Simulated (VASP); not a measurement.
# Tl (Fd-3m) in VASP: a series of runs

Tl is run at these levels: LDA; tasks: single point.

Program: VASP 6.6.1. These are calculated values, not measurements. Logs are shortened: lines on timing, memory, paths and dates and some standing lists are left out, and cuts for length are marked.

## 1. The cell of the first run

Symmetry: Fd-3m, No. 227, cubic system. Conventional cell: a = 6.739 Å, b = 6.739 Å, c = 6.739 Å, α = 90.00°, β = 90.00°, γ = 90.00°. Tl (site symmetry -43m) has 4 Tl at 2.92 Å within 3.8 Å.

## 2. Single point, LDA

File INCAR:

```
SYSTEM = Tl
PREC = Accurate ; ENCUT = 520
EDIFF = 1E-7 ; ISMEAR = -1
SIGMA = 0.05 ; LREAL = .False.
LASPH = .True. ; NELM = 80
ALGO = Normal ; ISIF = 2
LWAVE = .False. ; LCHARG = .False.
GGA = CA ; NBANDS = 20
```

File KPOINTS:

```
Automatic mesh
0
Gamma
  11 11 11
  0 0 0
```

File POSCAR:

```
Tl
1.0
    0.0000000000      3.3697060929      3.3697060929
    3.3697060929      0.0000000000      3.3697060929
    3.3697060929      3.3697060929      0.0000000000
Tl
2
Direct
   -0.1250000000     -0.1250000000     -0.1250000000
    0.1250000000      0.1250000000      0.1250000000
```

Potentials or basis: VASP PAW LDA potentials, release 64 (Tl_d).

Started as:

```sh
$ cat potpaw_LDA.64/Tl_d/POTCAR > POTCAR
$ mpirun -np 1 vasp_std > vasp.out
```

OUTCAR:

```text
SYSTEM = Tl
   PREC = Accurate
   ENCUT = 520
   EDIFF = 1E-7
   ISMEAR = -1
   LREAL = .False.
   LASPH = .True.
   NELM = 80
   ISIF = 2
   GGA = CA

 ion  position               nearest neighbor table
   1  0.875  0.875  0.875-   2 2.92   2 2.92   2 2.92   2 2.92
   2  0.125  0.125  0.125-   1 2.92   1 2.92   1 2.92   1 2.92

  LATTYP: Found a face centered cubic cell.
 ALAT       =     6.7394121858

  Lattice vectors:

 A1 = (   0.0000000000,   3.3697060929,   3.3697060929)
 A2 = (   3.3697060929,   0.0000000000,   3.3697060929)
 A3 = (   3.3697060929,   3.3697060929,   0.0000000000)

Analysis of symmetry for initial positions (statically):
[... 6 lines left out ...]

 Subroutine GETGRP returns: Found 48 space group operations
 (whereof 12 operations were pure point group operations)
 out of a pool of 48 trial point group operations.

The static configuration has the point symmetry D_3d.
 The point group associated with its full space group is O_h .

Analysis of symmetry for dynamics (positions and initial velocities):
[... 6 lines left out ...]

 Subroutine GETGRP returns: Found 48 space group operations
 (whereof 12 operations were pure point group operations)
 out of a pool of 48 trial point group operations.

The dynamic configuration has the point symmetry D_3d.
 The point group associated with its full space group is O_h .

 Subroutine INISYM returns: Found 48 space group operations
 (whereof 12 operations are pure point group operations),
 and found     1 'primitive' translations

----------------------------------------------------------------------------------------

                                     Primitive cell

  volume of cell :      76.5255

  direct lattice vectors                    reciprocal lattice vectors
     0.000000000  3.369706093  3.369706093    -0.148380893  0.148380893  0.148380893
     3.369706093  0.000000000  3.369706093     0.148380893 -0.148380893  0.148380893
     3.369706093  3.369706093  0.000000000     0.148380893  0.148380893 -0.148380893

  length of vectors
     4.765484058  4.765484058  4.765484058     0.257003246  0.257003246  0.257003246

  position of ions in fractional coordinates (direct lattice)
     0.875000000  0.875000000  0.875000000
     0.125000000  0.125000000  0.125000000

  ion indices of the primitive-cell ions
   primitive index   ion index
                 1           1
                 2           2

----------------------------------------------------------------------------------------

[... 58 lines left out ...]
   NGXF,Y,Z  is equivalent  to a cutoff of  25.12, 25.12, 25.12 a.u.
 SYSTEM =  Tl
   PREC   = accura    normal or accurate (medium, high low for compatibility)
   ISTART =      0    job   : 0-new  1-cont  2-samecut
   ICHARG =      2    charge: 1-file 2-atom 10-const
   ISPIN  =      1    spin polarized calculation?
   LNONCOLLINEAR =      F non collinear calculations
   LSORBIT =      F    spin-orbit coupling
   LASPH  =      T    aspherical Exc in radial PAW
   ENCUT  =  520.0 eV  38.22 Ry    6.18 a.u.   8.86  8.86  8.86*2*pi/ulx,y,z
   NELM   =     80;   NELMIN=  2; NELMDL= -5     # of ELM steps
   EDIFF  = 0.1E-06   stopping-criterion for ELM
   LREAL  =      F    real-space projection
   EDIFFG = 0.1E-05   stopping-criterion for IOM
   NSW    =      0    number of steps for IOM
   IBRION =     -1    ionic relax: 0-MD 1-quasi-New 2-CG
   NFREE  =      0    steps in history (QN), initial steepest desc. (CG)
   ISIF   =      2    stress and relaxation
   ISYM   =      2    0-nonsym 1-usesym 2-fastsym
   POTIM  = 0.5000    time-step for ionic-motion
   TEBEG  =    0.0;   TEEND  =   0.0 temperature during run
   PSTRESS=    0.0 pullay stress
   NELECT =      26.0000    total number of electrons
   NUPDOWN=      -1.0000    fix difference up-down
   EMIN   =  10.00;   EMAX   =-10.00  energy-range for DOS
   EFERMI =   0.00;   METHOD = LEGACY
   ISMEAR =    -1;   SIGMA  =   0.05  broadening in eV -4-tet -1-fermi 0-gaus
   EFERMI_NEDOS =   21; number of points for ismear=-14 and -15
   IALGO  =     38    algorithm
   IMIX   =      4    mixing-type and parameters
     AMIX     =   0.40;   BMIX     =  1.00
     AMIX_MAG =   1.60;   BMIX_MAG =  1.00
  volume/ion in A,a.u.               =      38.26       258.21
  Fermi-wavevector in a.u.,A,eV,Ry     =   1.142345  2.158719 17.754949  1.304952
  Thomas-Fermi vector in A             =   2.279043
   LORBIT       =      0    0 simple, 1 ext, 2 COOP (PROOUT), +10 PAW based schemes
   GGA     = CA    functional components
   LHFCALC =     F    Hartree Fock is set to
   AEXX    =    0.0000 exact exchange contribution
   IVDW    =     0    specifies the selected vdW correction
   LEPSILON=     F    determine dielectric tensor
   LRPA    =     F    only Hartree local field effects (RPA)
 non-spin polarized calculation
  energy-cutoff  :      520.00
  volume of cell :       76.53
 maximum number of plane-waves:      2085
   NGX = 17   NGY = 17   NGZ = 17

 number of electron      26.0000005 magnetization

 Free energy of the ion-electron system (eV)
  ---------------------------------------------------
  ext. energy  EPLUGINS =         0.00000000
  ---------------------------------------------------
  free energy    TOTEN  =        -4.97679782 eV

  energy without entropy =       -4.96392230  energy(sigma->0) =       -4.97036006

 E-fermi :   3.4675     XC(G=0):  -8.8592

 val. band max:        3.4529012041   @ k =   0.3636   0.1818   0.0000
 cond. band min:       3.4721045359   @ k =   0.3636   0.1818   0.0909
 fundamental gap:      0.0192033318
 Fermi energy:         3.4674509005

 k-point     1 :       0.0000    0.0000    0.0000
  band No.  band energies     occupation
      1      -8.4785      2.00000
      2      -8.4785      2.00000
      3      -8.4785      2.00000
      4      -8.3800      2.00000
      5      -8.3800      2.00000
      6      -7.6613      2.00000
[... 541 lines left out ...]
     19      11.3841      0.00000
     20      12.0223      0.00000

 [... further k-points ...]
[... 5 lines left out ...]
  --------------------------------------------------------------------------------------
  -------------------------------------------------------------------------------------
  Total        0.0033679      0.0033679      0.0033679     -0.0000000     -0.0000000      0.0000000
  in kB        0.0705126      0.0705126      0.0705126     -0.0000000     -0.0000000      0.0000000
  external PRESSURE =       0.0705126 kB  Pullay stress =       0.0000000 kB

 VOLUME and BASIS-vectors are now :
 -----------------------------------------------------------------------------
  energy-cutoff  :      520.00
  volume of cell :       76.53
      direct lattice vectors                 reciprocal lattice vectors
     0.000000000  3.369706093  3.369706093    -0.148380893  0.148380893  0.148380893
     3.369706093  0.000000000  3.369706093     0.148380893 -0.148380893  0.148380893
     3.369706093  3.369706093  0.000000000     0.148380893  0.148380893 -0.148380893

 POSITION                                       TOTAL-FORCE (eV/Angst)
 -----------------------------------------------------------------------------------
      5.89699      5.89699      5.89699         0.000000     -0.000000     -0.000000
      0.84243      0.84243      0.84243        -0.000000      0.000000      0.000000
 -----------------------------------------------------------------------------------
    total drift:                                0.000000      0.000000      0.000000

  FREE ENERGIE OF THE ION-ELECTRON SYSTEM (eV)
  ---------------------------------------------------
  free  energy   TOTEN  =        -4.9767978189 eV

  energy  without entropy=       -4.9639222982  energy(sigma->0) =       -4.97036006
```

OSZICAR:

```text
N       E                     dE             d eps       ncg     rms          rms(c)
DAV:   1     0.124737785339E+03    0.12474E+03   -0.13674E+04  2248   0.118E+03
DAV:   2    -0.260697032381E+01   -0.12734E+03   -0.12528E+03  2432   0.260E+02
DAV:   3    -0.501240660296E+01   -0.24054E+01   -0.23844E+01  2584   0.320E+01
DAV:   4    -0.503682139551E+01   -0.24415E-01   -0.24411E-01  2428   0.315E+00
DAV:   5    -0.503735675791E+01   -0.53536E-03   -0.53536E-03  2608   0.445E-01    0.359E+00
DAV:   6    -0.498785910282E+01    0.49498E-01   -0.82478E-02  2376   0.222E+00    0.243E+00
DAV:   7    -0.497765523572E+01    0.10204E-01   -0.33251E-02  2464   0.141E+00    0.792E-01
DAV:   8    -0.497679255949E+01    0.86268E-03   -0.33401E-03  2340   0.416E-01    0.462E-02
DAV:   9    -0.497679611138E+01   -0.35519E-05   -0.39346E-05  2516   0.450E-02    0.180E-02
DAV:  10    -0.497679785495E+01   -0.17436E-05   -0.30068E-06  2436   0.118E-02    0.290E-03
DAV:  11    -0.497679781890E+01    0.36048E-07   -0.19668E-07  2096   0.304E-03
   1 F= -.49767978E+01 E0= -.49703601E+01  d E =-.128755E-01
```

Run time: 48 s. Hardware: 1 thread of AMD EPYC 7R13 (Zen 3), shared host; peak memory 0.18 GiB.

What came out:

- Free energy: -4.9768 eV
- Pressure: 0.0 GPa
- Band gap on the k mesh: zero (band 13 reaches 6.11 eV, above the bottom of band 14 at 2.73 eV)

Levels at points of the mesh, in eV from the Fermi level:
```tsv
k point	band 11	band 12	band 13	band 14	band 15	band 16
(0.00, 0.00, 0.00)	-9.27	-0.29	2.65	2.65	2.65	4.32
```

Caveat: spin-orbit coupling is left out, which moves the levels of the heavy elements.

(Continued in part 2 of 2.)
